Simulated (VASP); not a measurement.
# MgO2 (R-3m) in VASP: further runs, part 2 of 2

VASP 6.6.1. Earlier steps stand in the parts before.

### 4 Single point, r2SCAN (strain -0.0750 x Voigt [1, 1, 0, 0, 0, 0])

The input, POSCAR:

```
MgO2
1.0
    1.4844039398      0.8570210142      3.4939788749
   -1.4844039398      0.8570210142      3.4939788749
    0.0000000000     -1.7140420285      3.4939788749
Mg O
1 2
Direct
    0.0000000000      0.0000000000      0.0000000000
    0.4287860000      0.4287860000      0.4287860000
    0.5712140000      0.5712140000      0.5712140000
```

The input, INCAR.step1:

```
PREC = Accurate
ENCUT = 520
ISMEAR = 0
SIGMA = 0.05
LREAL = F
LASPH = T
NELM = 80
NBANDS = 14
GGA = PE
ALGO = Normal
EDIFF = 1E-4
LWAVE = T
LCHARG = F
```

The input, INCAR.step2:

```
PREC = Accurate
ENCUT = 520
EDIFF = 1E-7
ISMEAR = 0
SIGMA = 0.05
LREAL = F
LASPH = T
NELM = 80
ALGO = Normal
ISIF = 2
LWAVE = F
LCHARG = T
METAGGA = R2SCAN
LMIXTAU = T
LELF = T
LVHAR = T
NBANDS = 14
ISTART = 1
```

The input, KPOINTS:

```
Automatic mesh
0
Gamma
  12 12 12
```

On the command line:

```bash
cat potpaw_PBE.64/Mg/POTCAR potpaw_PBE.64/O/POTCAR > POTCAR
cp INCAR.step1 INCAR
mpirun -np 1 vasp_std > vasp.out
cp INCAR.step2 INCAR
mpirun -np 1 vasp_std > vasp.out
```

It took 8.2 min on 1 thread of Intel Xeon Platinum 8259CL at 2.50GHz (Skylake/Cascade Lake), shared host; peak memory 0.22 GiB.

Results (log left out):

| Quantity | Value |
| --- | --- |
| Free energy | -21.3409 eV |
| Pressure | 15.9 GPa |
| Largest force | 1.208 eV/Å |
| Band gap on the k mesh | 2.59 eV |

Forces on the atoms (eV/Å):
```
Mg   0.000  0.000  0.000
O    0.000  0.000  1.208
O    0.000  0.000 -1.208
```

Stress tensor (GPa, compression positive):
```
24.19  0.00  0.00
 0.00 24.19  0.00
 0.00  0.00 -0.53
```

Levels at points of the mesh, in eV from the valence-band top:
| k point | band 3 | band 4 | band 5 | band 6 | band 7 | band 8 | band 9 | band 10 | band 11 | band 12 |
| --- | --- | --- | --- | --- | --- | --- | --- | --- | --- | --- |
| (0.00, 0.00, 0.00) | -8.30 | -3.28 | -3.28 | -0.92 | -0.92 | 5.48 | 6.84 | 14.10 | 15.93 | 17.51 |
| (0.50, 0.00, 0.00) | -7.08 | -6.72 | -3.82 | -1.68 | -1.38 | 4.61 | 10.76 | 13.69 | 15.11 | 15.87 |
| (0.50, 0.50, 0.00) | -6.38 | -6.05 | -4.45 | -2.64 | -0.35 | 3.91 | 9.86 | 14.03 | 15.06 | 15.28 |
| (0.50, 0.50, 0.50) | -5.09 | -3.89 | -3.89 | 0.00 | 0.00 | 2.59 | 6.93 | 11.98 | 17.59 | 17.59 |

Caveat: the cell differs from its parent crystal (strain -0.0750 x Voigt [1, 1, 0, 0, 0, 0]); the cell stands under pressure; the PAW data sets were made with another functional, which shifts forces and pressure a little. A k mesh can miss the band edges.

### 5 Single point, r2SCAN (strain -0.0375 x Voigt [1, 1, 0, 0, 0, 0])

The input, POSCAR:

```
MgO2
1.0
    1.5445824779      0.8917651094      3.4939788749
   -1.5445824779      0.8917651094      3.4939788749
    0.0000000000     -1.7835302188      3.4939788749
Mg O
1 2
Direct
    0.0000000000      0.0000000000      0.0000000000
    0.4287860000      0.4287860000      0.4287860000
    0.5712140000      0.5712140000      0.5712140000
```

The input, INCAR.step1:

```
SYSTEM = MgO2
ALGO = Normal
EDIFF = 1E-4
ENCUT = 520
GGA = PE
ISMEAR = 0
LASPH = .True.
LCHARG = .False.
LREAL = .False.
LWAVE = .True.
NBANDS = 14
NELM = 100
PREC = Accurate
SIGMA = 0.05
```

The input, INCAR.step2:

```
SYSTEM = MgO2
ALGO = Normal
EDIFF = 1E-6
ENCUT = 520
ISIF = 2
ISMEAR = 0
ISTART = 1
LASPH = .True.
LCHARG = .False.
LMIXTAU = .True.
LREAL = .False.
LWAVE = .False.
METAGGA = R2SCAN
NBANDS = 14
NELM = 100
PREC = Accurate
SIGMA = 0.05
```

The input, KPOINTS:

```
k-points
0
Gamma
  12 12 12
  0 0 0
```

Potentials or basis: VASP PAW PBE potentials, release 64 (Mg, O).

On the command line:

```bash
cat potpaw_PBE.64/Mg/POTCAR potpaw_PBE.64/O/POTCAR > POTCAR
cp INCAR.step1 INCAR
mpirun -np 1 vasp_std > vasp.out
cp INCAR.step2 INCAR
mpirun -np 1 vasp_std > vasp.out
```

OUTCAR:

```text
SYSTEM = MgO2
   EDIFF = 1E-6
   ENCUT = 520
   ISIF = 2
   ISMEAR = 0
   ISTART = 1
   LASPH = .True.
   LREAL = .False.
   METAGGA = R2SCAN
   NELM = 100
   PREC = Accurate

 ion  position               nearest neighbor table
   1  0.000  0.000  0.000-   3 2.05   2 2.05   3 2.05   3 2.05   2 2.05   2 2.05
   2  0.429  0.429  0.429-   3 1.49   1 2.05   1 2.05   1 2.05
   3  0.571  0.571  0.571-   2 1.49   1 2.05   1 2.05   1 2.05

  LATTYP: Found a trigonal (rhomboedric) cell.
 ALAT       =     3.9228648230
 COS(alpha) =     0.6899401612

  Lattice vectors:

 A1 = (   1.5445824779,   0.8917651094,   3.4939788749)
 A2 = (  -1.5445824779,   0.8917651094,   3.4939788749)
 A3 = (   0.0000000000,  -1.7835302188,   3.4939788749)

Analysis of symmetry for initial positions (statically):
=====================================================================
 Subroutine PRICEL returns:
 Original cell was already a primitive cell.

 Routine SETGRP: Setting up the symmetry group for a
 trigonal (rhombohedral) supercell.

 Subroutine GETGRP returns: Found 12 space group operations
 (whereof 12 operations were pure point group operations)
 out of a pool of 12 trial point group operations.

[... 175 lines left out ...]
      2     -12.9120      2.00000
      3      -5.1722      2.00000
      4      -0.6353      2.00000
      5      -0.6353      2.00000
      6       1.8490      2.00000
      7       1.8490      2.00000
      8       8.2650      0.00000
      9       8.7430      0.00000
     10      16.3014      0.00000
     11      18.2858      0.00000
     12      19.3601      0.00000
     13      19.3601      0.00000
     14      21.7269      0.00000
[... 377 lines left out ...]
      1     -19.1180      2.00000
      2     -13.2377      2.00000
      3      -4.1156      2.00000
      4      -3.2400      2.00000
      5      -1.5183      2.00000
      6       1.1430      2.00000
      7       1.3364      2.00000
      8       7.4626      0.00000
      9      13.6188      0.00000
     10      14.9712      0.00000
     11      17.1864      0.00000
     12      18.5501      0.00000
     13      19.0257      0.00000
     14      22.4089      0.00000

 [... further k-points ...]
[... 5 lines left out ...]
  --------------------------------------------------------------------------------------
  -------------------------------------------------------------------------------------
  Total        1.1663276      1.1663276     -0.6980891      0.0000000     -0.0000000      0.0000000
  in kB       64.7139686     64.7139686    -38.7336395      0.0000000     -0.0000000      0.0000000
  external PRESSURE =      30.2314326 kB  Pullay stress =       0.0000000 kB

 VOLUME and BASIS-vectors are now :
 -----------------------------------------------------------------------------
  energy-cutoff  :      520.00
  volume of cell :       28.88
      direct lattice vectors                 reciprocal lattice vectors
     1.544582478  0.891765109  3.493978875     0.323712076  0.186895254  0.095402218
    -1.544582478  0.891765109  3.493978875    -0.323712076  0.186895254  0.095402218
     0.000000000 -1.783530219  3.493978875     0.000000000 -0.373790508  0.095402218

 POSITION                                       TOTAL-FORCE (eV/Angst)
 -----------------------------------------------------------------------------------
      0.00000      0.00000      0.00000         0.000000      0.000000     -0.000000
      0.00000      0.00000      4.49451         0.000000     -0.000000      0.487967
      0.00000      0.00000      5.98743         0.000000      0.000000     -0.487967
 -----------------------------------------------------------------------------------
    total drift:                                0.000000     -0.000000      0.000000

  FREE ENERGIE OF THE ION-ELECTRON SYSTEM (eV)
  ---------------------------------------------------
  free  energy   TOTEN  =       -21.5483397127 eV

  energy  without entropy=      -21.5483397127  energy(sigma->0) =      -21.54833971
```

OUTCAR.step1:

```text
SYSTEM = MgO2
   EDIFF = 1E-4
   ENCUT = 520
   GGA = PE
   ISMEAR = 0
   LASPH = .True.
   LREAL = .False.
   NELM = 100
[... 632 lines left out ...]
      0.00000      0.00000      0.00000         0.000000     -0.000000      0.000000
      0.00000      0.00000      4.49451         0.000000      0.000000      0.451708
      0.00000      0.00000      5.98743         0.000000     -0.000000     -0.451708
 -----------------------------------------------------------------------------------
    total drift:                                0.000000     -0.000000      0.000000

  FREE ENERGIE OF THE ION-ELECTRON SYSTEM (eV)
  ---------------------------------------------------
  free  energy   TOTEN  =       -16.2970854899 eV

  energy  without entropy=      -16.2970854899  energy(sigma->0) =      -16.29708549
```

OSZICAR.step1:

```text
N       E                     dE             d eps       ncg     rms          rms(c)
DAV:   1     0.444684780021E+02    0.44468E+02   -0.77340E+03  5972   0.918E+02
DAV:   2    -0.156237965659E+02   -0.60092E+02   -0.56420E+02  6902   0.197E+02
DAV:   3    -0.176713960576E+02   -0.20476E+01   -0.20410E+01  6210   0.341E+01
DAV:   4    -0.176789609912E+02   -0.75649E-02   -0.75647E-02  6300   0.238E+00
DAV:   5    -0.176789974648E+02   -0.36474E-04   -0.36474E-04  6306   0.156E-01    0.855E+00
DAV:   6    -0.164068623891E+02    0.12721E+01   -0.19525E+00  5532   0.120E+01    0.365E+00
DAV:   7    -0.162975748248E+02    0.10929E+00   -0.22622E-01  5880   0.411E+00    0.169E+00
DAV:   8    -0.162960161227E+02    0.15587E-02   -0.52721E-02  5400   0.219E+00    0.243E-01
DAV:   9    -0.162969923952E+02   -0.97627E-03   -0.10273E-02  5970   0.748E-01    0.930E-02
DAV:  10    -0.162970854899E+02   -0.93095E-04   -0.37082E-04  5934   0.189E-01
   1 F= -.16297085E+02 E0= -.16297085E+02  d E =-.225194E-22
```

It took 7.1 min on 1 thread of Intel Xeon Platinum 8259CL at 2.50GHz (Skylake/Cascade Lake), shared host; peak memory 0.22 GiB.

What came out:

```
Free energy            : -21.5483 eV
Pressure               : 3.0 GPa
Largest force          : 0.488 eV/Å
Band gap on the k mesh : 2.79 eV
```

Forces in eV/Å, atoms in the order of the input:
```
Mg   0.000  0.000  0.000
O    0.000  0.000  0.488
O    0.000  0.000 -0.488
```

Stress tensor (GPa, compression positive):
```
 6.47  0.00  0.00
 0.00  6.47  0.00
 0.00  0.00 -3.87
```

Caveat: the cell differs from its parent crystal (strain -0.0375 x Voigt [1, 1, 0, 0, 0, 0]); the cell stands under pressure; the PAW data sets were made with another functional, which shifts forces and pressure a little. A k mesh can miss the band edges.

### 6 Single point, r2SCAN (strain +0.0375 x Voigt [1, 1, 0, 0, 0, 0])

The input, POSCAR:

```
MgO2
1.0
    1.6649395541      0.9612532998      3.4939788749
   -1.6649395541      0.9612532998      3.4939788749
    0.0000000000     -1.9225065995      3.4939788749
Mg O
1 2
Direct
    0.0000000000      0.0000000000      0.0000000000
    0.4287860000      0.4287860000      0.4287860000
    0.5712140000      0.5712140000      0.5712140000
```

The input, INCAR.step1:

```
SYSTEM = MgO2
PREC = Accurate
ENCUT = 520
ISMEAR = 0
SIGMA = 0.05
LREAL = .FALSE.
LASPH = .TRUE.
NELM = 80
NBANDS = 14
GGA = PE
ALGO = Normal
EDIFF = 1E-4
LWAVE = .TRUE.
LCHARG = .FALSE.
```

The input, INCAR.step2:

```
SYSTEM = MgO2
PREC = Accurate
ENCUT = 520
EDIFF = 1E-6
ISMEAR = 0
SIGMA = 0.05
LREAL = .FALSE.
LASPH = .TRUE.
NELM = 80
ALGO = Normal
ISIF = 2
LWAVE = .FALSE.
LCHARG = .TRUE.
METAGGA = R2SCAN
LMIXTAU = .TRUE.
LELF = .TRUE.
LVHAR = .TRUE.
NBANDS = 14
ISTART = 1
```

The input, KPOINTS:

```
regular mesh
0
G
  12 12 12
  0 0 0
```

Potentials or basis: VASP PAW PBE potentials, release 64 (Mg, O).

On the command line:

```bash
cat potpaw_PBE.64/Mg/POTCAR potpaw_PBE.64/O/POTCAR > POTCAR
cp INCAR.step1 INCAR
mpirun -np 1 vasp_std > vasp.out
cp INCAR.step2 INCAR
mpirun -np 1 vasp_std > vasp.out
```

It took 6.9 min on 1 thread of Intel Xeon Platinum 8259CL at 2.50GHz (Skylake/Cascade Lake), shared host; peak memory 0.23 GiB.

Results (log left out):

```yaml
Free_energy: -21.3975 eV
Pressure: -11.7 GPa
Largest_force: 0.449 eV/Å
Band_gap_on_the_k_mesh: 2.99 eV
```

Forces in eV/Å, atoms in the order of the input:
```
Mg   0.000  0.000  0.000
O    0.000  0.000 -0.449
O    0.000  0.000  0.449
```

Stress tensor (GPa, compression positive):
```
-14.53   0.00   0.00
  0.00 -14.53   0.00
  0.00   0.00  -6.00
```

Levels at points of the mesh, in eV from the valence-band top:
```tsv
k point	band 3	band 4	band 5	band 6	band 7	band 8	band 9	band 10	band 11	band 12
(0.00, 0.00, 0.00)	-7.23	-3.47	-3.47	-0.78	-0.78	4.62	5.60	12.71	14.84	15.03
(0.50, 0.00, 0.00)	-6.34	-5.86	-3.73	-1.22	-0.91	4.95	8.79	10.07	12.95	14.48
(0.50, 0.50, 0.00)	-5.73	-5.20	-4.42	-1.93	-0.06	4.27	8.02	10.95	12.72	13.30
(0.50, 0.50, 0.50)	-4.74	-3.97	-3.97	0.00	0.00	2.99	5.20	9.76	14.13	14.13
```

Caveat: the cell differs from its parent crystal (strain +0.0375 x Voigt [1, 1, 0, 0, 0, 0]); the cell stands under tension; the PAW data sets were made with another functional, which shifts forces and pressure a little. A k mesh can miss the band edges.

### 7 The runs side by side

```csv
cell,gap on the mesh (eV),pressure (GPa),largest force (eV/Å)
"a = 3.833 Å, angles 41.7°, 3 atoms",1.92,61.7,3.42
"a = 3.862 Å, angles 43.3°, 3 atoms",2.31,34.7,2.16
"a = 3.892 Å, angles 44.8°, 3 atoms",2.59,15.9,1.21
"a = 3.923 Å, angles 46.4°, 3 atoms",2.79,3.0,0.49
"a = 3.988 Å, angles 49.4°, 3 atoms",2.99,-11.7,0.45
```

Alike in all rows: task single point; level r2SCAN; potentials or basis VASP PAW PBE potentials, release 64 (Mg, O); no spin polarisation; k mesh 12 × 12 × 12; cutoff (eV) 520; smearing gaussian 0.05 eV.

Caveats: the PAW data sets were made with another functional, which shifts forces and pressure a little; the cell stands under pressure (at least some runs); the cell stands under tension (at least some runs).

Total energies depend on the potentials used, so only differences within one code and one set of settings carry meaning.
